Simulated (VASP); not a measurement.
A run of VASP 6.6.1:

The input POSCAR:

```
Nb
1.0
    2.9829714883      0.0000000000      0.0000000000
    0.0000000000      4.2185587350      0.0000000000
    0.0000000000      0.0000000000     16.0000000000
Nb
1
Direct
    0.0000000000      0.0000000000      0.5000000000
```

Contents of INCAR.step1:

```
PREC = Accurate
ENCUT = 520
EDIFF = 1E-6
ISMEAR = -1
SIGMA = 0.05
LREAL = False
LASPH = True
NELM = 100
ALGO = Normal
ISIF = 2
LWAVE = False
LCHARG = True
LMAXMIX = 4
LDIPOL = True
IDIPOL = 3
DIPOL = 0.5 0.5 0.500
GGA = PE
NBANDS = 12
```

File KPOINTS.step1:

```
regular mesh
0
Gamma
  12 9 1
```

Contents of INCAR.step2:

```
PREC = Accurate
ENCUT = 520
EDIFF = 1E-6
ISMEAR = -5
SIGMA = 0.05
LREAL = False
LASPH = True
NELM = 100
ALGO = Normal
ISIF = 2
LWAVE = False
LCHARG = False
LMAXMIX = 4
LDIPOL = True
IDIPOL = 3
DIPOL = 0.5 0.5 0.500
GGA = PE
LORBIT = 11
NBANDS = 12
NEDOS = 1001
ICHARG = 11
```

KPOINTS.step2

```
regular mesh
0
Gamma
  18 14 1
```

Potentials or basis: VASP PAW PBE potentials, release 64 (Nb_sv).

Launch:

```sh
$ cat potpaw_PBE.64/Nb_sv/POTCAR > POTCAR
$ cp INCAR.step1 INCAR
$ cp KPOINTS.step1 KPOINTS
$ mpirun -np 1 vasp_std > vasp.out
$ cp INCAR.step2 INCAR
$ cp KPOINTS.step2 KPOINTS
$ mpirun -np 1 vasp_std > vasp.out
```

Hardware: 1 thread of Intel(R) Xeon(R) Platinum 8259CL CPU @ 2.50GHz (Skylake/Cascade Lake), on a shared host.

**Question.** Estimate the wall time of this run.

**Answer.** Wall time 3.8 min on 1 thread of Intel(R) Xeon(R) Platinum 8259CL CPU @ 2.50GHz (Skylake/Cascade Lake), on a shared host, peak memory 0.38 GiB. Counts: k points 80.
